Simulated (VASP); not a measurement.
**Ta: relaxation of cell and atoms with PBE+D3(BJ)**

The system is Ta.

```
Ta
1.0
    -1.65128    1.65128    1.65128
     1.65128   -1.65128    1.65128
     1.65128    1.65128   -1.65128
Ta
1
Direct
  0.00000 0.00000 0.00000
```

```json
{
 "Program": "VASP 6.6.1",
 "Task": "relaxation of cell and atoms",
 "Functional": "PBE",
 "Dispersion": "D3(BJ)",
 "Potentials or basis": "VASP PAW PBE potentials, release 64 (Ta_pv)",
 "Cutoff": "600 eV",
 "k mesh": "11 × 11 × 11",
 "Occupations": "fermi-dirac, width 0.05 eV",
 "Spin": "no spin polarisation",
 "Dipole correction": "no",
 "Further INCAR settings": "ALGO = Normal; EDIFF = 1e-06; IBRION = 2; EDIFFG = -0.01; NSW = 60; ISIF = 3"
}
```

The relaxed volume is 17.72 Å³/atom and the relaxed cell is a = 2.844 Å, b = 2.844 Å, c = 2.844 Å, α = 109.47°, β = 109.47°, γ = 109.47°. The space group after relaxing (to 0.05 Å) is Im-3m (No. 229). The energy gained by relaxing is 3.2 meV/atom, the ionic steps are 3 and the pressure after relaxing is 0.0 GPa. The dispersion energy per atom is -0.674 eV.

The path:
| step | energy change (eV) | largest force (eV/Å) | pressure (GPa) | volume (Å³) |
| --- | --- | --- | --- | --- |
| 1 | 0.0000 | 0.0000 | -3.38 | 18.01 |
| 2 | 0.0149 | 0.0000 | 8.93 | 17.04 |
| 3 | -0.0032 | 0.0000 | -0.03 | 17.72 |

Final structure:
```
CELL_PARAMETERS angstrom
-1.64223 1.64223 1.64223
1.64223 -1.64223 1.64223
1.64223 1.64223 -1.64223
ATOMIC_POSITIONS crystal
Ta 0.00000 0.00000 0.00000
```

Levels at points of the mesh, in eV from the Fermi level:
```
           k point  band 2  band 3  band 4  band 5  band 6  band 7  band 8  band 9
(0.00, 0.00, 0.00)  -33.00  -33.00   -7.98    0.74    0.74    0.74    4.07    4.07
```

It took 20 s on 1 thread of Intel Xeon 8259CL, on a shared host, peak memory 0.16 GiB.

Caveat: spin-orbit coupling is left out, which moves the levels of the heavy elements; pairwise dispersion overbinds metals, which lowers pressure and volume.
